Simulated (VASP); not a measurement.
Set up this calculation in VASP 6.6.1, as the native input.

```
Task                      : relaxation of the atoms
Functional                : PBE
Dispersion                : D3(BJ)
Potentials or basis       : VASP PAW PBE potentials, release 64 (C)
Cutoff                    : 520 eV
k mesh                    : 12 × 12 × 1
Occupations               : gaussian, width 0.1 eV
Spin                      : no spin polarisation
Dipole correction         : yes
Atoms held fixed (from 0) : [0, 1]
Further INCAR settings    : ALGO = Normal; EDIFF = 1e-06; IBRION = 2; EDIFFG = -0.03; NSW = 90
```

The structure of C lies in POSCAR:

```
C
1.0
    2.4649796692      0.0000000000      0.0000000000
   -1.2324898346      2.1347350134      0.0000000000
    0.0000000000      0.0000000000     25.7384334293
C
7
Selective dynamics
Direct
    0.0000000000      0.0000000000      0.3302454386  F F F
    0.3333333333      0.6666666667      0.3302454294  F F F
    0.0000000000      0.0000000000      0.4611476012  T T T
    0.6666666667      0.3333333333      0.4611475919  T T T
    0.0000000000      0.0000000000      0.5920497637  T T T
    0.3333333333      0.6666666667      0.5920497545  T T T
    0.6666666667      0.3333333333      0.6130300616  T T T
```

These files were run (other wordings do the same):

INCAR

```
PREC = Accurate
ENCUT = 520
EDIFF = 1E-6
ISMEAR = 0
SIGMA = 0.1
LREAL = F
LASPH = T
NELM = 60
ALGO = Normal
ISIF = 2
LWAVE = F
LCHARG = F
LDIPOL = T
IDIPOL = 3
DIPOL = 0.5 0.5 0.483
GGA = PE
IVDW = 12
IBRION = 2
NSW = 90
EDIFFG = -0.03
```

KPOINTS

```
regular mesh
0
Gamma
  12 12 1
```

Potentials or basis: VASP PAW PBE potentials, release 64 (C).

Run with:

```console
$ cat potpaw_PBE.64/C/POTCAR > POTCAR
$ mpirun -np 1 vasp_std > vasp.out
```

Results of the run:

```
Energy gained by relaxing  : 1335.1 meV/atom
Ionic steps                : 50
Band gap on the k mesh     : 0.03 eV, direct
Dispersion energy per atom : -0.135 eV
```

It took 11 min on 1 thread of Intel(R) Xeon(R) 6975P-C (Granite Rapids), with other jobs on the host, peak memory 0.25 GiB.
